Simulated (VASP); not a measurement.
Wanted: the native input for a VASP 6.6.1 run.

```yaml
Task: single point
Functional: PBEsol
Potentials_or_basis: VASP PAW PBE potentials, release 64 (Zn)
Cutoff: 520 eV
k_mesh: 20 × 20 × 20
Occupations: gaussian, width 0.15 eV
Spin: no spin polarisation
Dipole_correction: no
Further_INCAR_settings: ALGO = Fast; EDIFF = 1e-06; NBANDS = 12
```

The structure of Zn lies in POSCAR:

```
Zn
1.0
   -1.5606759913      1.5300745013      1.5759767363
    1.5606759913     -1.5300745013      1.5759767363
    1.5606759913      1.5300745013     -1.5759767363
Zn
1
Direct
    0.0000000000      0.0000000000      0.0000000000
```

This cell differs from its parent crystal: normal strain along x +0.0200, normal strain along z +0.0300.

The input as run:

INCAR

```
SYSTEM = Zn
  PREC = Accurate
  ENCUT = 520
  EDIFF = 1E-6
  ISMEAR = 0
  SIGMA = 0.15
  LREAL = .False.
  LASPH = .True.
  NELM = 60
  ALGO = Fast
  ISIF = 2
  LWAVE = .False.
  LCHARG = .False.
  GGA = PS
  NBANDS = 12
```

KPOINTS

```
Automatic mesh
0
Gamma
  20 20 20
  0 0 0
```

Potentials or basis: VASP PAW PBE potentials, release 64 (Zn).

Run with:

```bash
$ cat potpaw_PBE.64/Zn/POTCAR > POTCAR
$ mpirun -np 1 vasp_std > vasp.out
```

Results of the run:

The pressure is -3.4 GPa. The band gap on the k mesh is zero (band 6 reaches 6.91 eV, above the bottom of band 7 at 1.98 eV).

Caveat: the cell differs from its parent crystal (normal strain along x +0.0200, normal strain along z +0.0300); the PAW data sets were made with another functional, which shifts forces and pressure a little.

It took 62 s on 1 thread of AMD EPYC 9R45 (Zen 5), on a shared host, peak memory 0.26 GiB.
